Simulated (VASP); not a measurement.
**Rh: single point with PBE**

Rh:

```xyz
1
Lattice="0.0000 1.9054 1.9054 1.9054 0.0000 1.9054 1.9054 1.9054 0.0000" Properties=species:S:1:pos:R:3 pbc="T T T"
Rh    0.0000    0.0000    0.0000
```

| Quantity | Value |
| --- | --- |
| Program | VASP 6.6.1 |
| Task | single point |
| Functional | PBE |
| Potentials or basis | VASP PAW PBE potentials, release 64 (Rh_pv) |
| Cutoff | 520 eV |
| k mesh | 20 × 20 × 20 |
| Occupations | fermi-dirac, width 0.15 eV |
| Spin | no spin polarisation |
| Dipole correction | no |
| Further INCAR settings | ALGO = Normal; EDIFF = 1e-06; NBANDS = 14 |

```yaml
Pressure: 5.0 GPa
Band_gap_on_the_k_mesh: zero (an odd number of electrons rules out a gap without spin polarisation)
```

Levels at points of the mesh, in eV from the Fermi level:
```csv
k point,band 3,band 4,band 5,band 6,band 7,band 8,band 9,band 10,band 11,band 12
"(0.00, 0.00, 0.00)",-46.34,-7.90,-3.03,-3.03,-3.03,-0.96,-0.96,16.02,20.58,21.44
"(0.50, 0.00, 0.00)",-46.44,-6.05,-3.10,-3.10,0.58,0.58,0.75,8.60,15.52,20.58
"(0.50, 0.50, 0.00)",-46.61,-6.24,-5.87,0.55,1.00,1.00,3.27,12.21,13.30,13.30
```

Run time: 23 s on 1 thread of Intel(R) Xeon(R) Platinum 8488C (Sapphire Rapids) (shared host), peak memory 0.16 GiB.

Caveat: the cell stands under pressure.
